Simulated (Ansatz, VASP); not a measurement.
**SrCl2 in VASP and in Ansatz**

POSCAR

```
SrCl2
1.0
    0.0000000000      3.4976509413      3.4976509413
    3.4035641309      0.0000000000      3.4976509413
    3.4035641309      3.4976509413      0.0000000000
Sr Cl
1 2
Direct
    0.0000000000      0.0000000000      0.0000000000
    0.2500000000      0.2500000000      0.2500000000
    0.7500000000      0.7500000000      0.7500000000
```

The input INCAR.step1:

```
  PREC = Accurate
  ENCUT = 520
  EDIFF = 1E-5
  ISMEAR = 0
  SIGMA = 0.01
  LREAL = False
  LASPH = True
  NELM = 100
  ALGO = Normal
  ISIF = 2
  LWAVE = True
  LCHARG = False
  NBANDS = 19
  GGA = PE
```

Contents of INCAR.step2:

```
  PREC = Accurate
  ENCUT = 520
  EDIFF = 1E-6
  ISMEAR = 0
  SIGMA = 0.01
  LREAL = False
  LASPH = True
  NELM = 100
  ALGO = Normal
  ISIF = 2
  LWAVE = False
  LCHARG = False
  GGA = PE
  LHFCALC = True
  HFSCREEN = 0.2079
  PRECFOCK = Normal
  NBANDS = 19
  ISTART = 1
```

The input KPOINTS:

```
regular mesh
0
Gamma
  4 4 4
```

Input for Ansatz:

```yaml
crystal:
  lattice:
    - [0.0, 3.4976509413, 3.4976509413]
    - [3.4035641309, 0.0, 3.4976509413]
    - [3.4035641309, 3.4976509413, 0.0]
  atoms:
    - { symbol: Sr, position: [0.0, 0.0, 0.0] }
    - { symbol: Cl, position: [0.25, 0.25, 0.25] }
    - { symbol: Cl, position: [0.75, 0.75, 0.75] }
kpoints:
  mp_grid: { grid: [4, 4, 4] }
  band_path:
    path:
      - [0.0, 0.0, 0.0]
      - [0.5, 0.0, 0.5]
      - [0.625, 0.25, 0.625]
      - [0.375, 0.375, 0.75]
      - [0.5, 0.5, 0.5]
      - [0.5, 0.25, 0.75]
      - [0.0, 0.5, 0.5]
    npoints: 1
hamiltonian:
  xc: hse06
scf:
  occupations: { method: fixed }
  n_extra_bands: 4
output:
  forces: true
  stress: true
  eigenvalues: true
```

Change from the starting cell: uniaxial_x strain -2.7%.

Alike in both runs: task single point; functional HSE06; k mesh 4 × 4 × 4; no spin polarisation.

|  | VASP | Ansatz |
| --- | --- | --- |
| version | VASP 6.6.1 | Ansatz 0.2.0 |
| potentials or method | VASP PAW PBE potentials, release 64 (Sr_sv, Cl) | plane waves, PAW |
| plane-wave cutoff (eV) | 520 | 420 |
| occupations | gaussian, width 0.01 eV | fixed |
| valence electrons in the cell | 24 | 24 |

```csv
,VASP,Ansatz,Ansatz less VASP
gap on the k mesh at the Fermi level (eV),6.55,6.55,+0.007
pressure (GPa),1.3,1.3,-0.08
"traceless stress, the component that is largest in VASP (GPa)",1.01,1.01,+0.007
```

Ansatz's warnings: stress exchange threshold loose, stress scf threshold loose.
